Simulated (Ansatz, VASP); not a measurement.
**Pt: VASP beside Ansatz**

The input INCAR:

```
SYSTEM = Pt
PREC     = Accurate       ! precision mode
ENCUT    = 520            ! plane-wave cutoff, eV
EDIFF    = 1E-6           ! SCF threshold, eV
ISMEAR   = 0              ! smearing method
SIGMA    = 0.15           ! smearing width, eV
LREAL    = .FALSE.        ! projectors in reciprocal space
LASPH    = .TRUE.         ! aspherical terms in the spheres
NELM     = 80             ! most SCF steps
ALGO     = Fast           ! electronic algorithm
ISIF     = 2              ! what is computed and relaxed
LWAVE    = .FALSE.        ! write WAVECAR
LCHARG   = .FALSE.        ! write CHGCAR
GGA      = PE             ! functional
NBANDS   = 11             ! bands
```

KPOINTS

```
regular mesh
0
G
  20 20 20
  0 0 0
```

File POSCAR:

```
Pt
1.0
    0.0000000000      1.8600050000      1.8600050000
    1.8600050000      0.0000000000      1.8600050000
    1.8600050000      1.8600050000      0.0000000000
Pt
1
Direct
    0.0000000000      0.0000000000      0.0000000000
```

Input for Ansatz:

```yaml
crystal:
  lattice:
    - [0.0, 1.860005, 1.860005]
    - [1.860005, 0.0, 1.860005]
    - [1.860005, 1.860005, 0.0]
  atoms:
    - { symbol: Pt, position: [0.0, 0.0, 0.0] }
basis:
  ecutwfc: 420
kpoints:
  mp_grid: { grid: [20, 20, 20] }
hamiltonian:
  xc: pbe
scf:
  occupations: { method: gaussian, width: 0.15 }
output:
  forces: true
  stress: true
  eigenvalues: true
```

Change from the starting cell: strain -0.050 along x and y, -0.050 along z, atoms carried along.

Alike in both runs: task single point; functional PBE; k mesh 20 × 20 × 20; occupations gaussian, width 0.15 eV; no spin polarisation.

|  | VASP | Ansatz |
| --- | --- | --- |
| version | VASP 6.6.1 | Ansatz 0.2.0 |
| potentials or method | VASP PAW PBE potentials, release 64 (Pt), cutoff 520 eV | scalar-relativistic, plane waves, PAW |
| valence electrons in the cell | 10 | 18 |

```csv
,VASP,Ansatz,Ansatz less VASP
gap on the k mesh at the Fermi level (eV),none,none,-
pressure (GPa),81.3,81.8,+0.48
```

A gap of «none» marks a metal or a gap that the smearing closes. Both programs put the cell under a high pressure, so it lies far from rest at this level. VASP's potentials hold 10 valence electrons a cell and Ansatz's 18, so a difference there can come from the potentials and not from the codes.

Neither program's run includes spin-orbit coupling. Noted on VASP's run: the cell as given lies far from equilibrium.
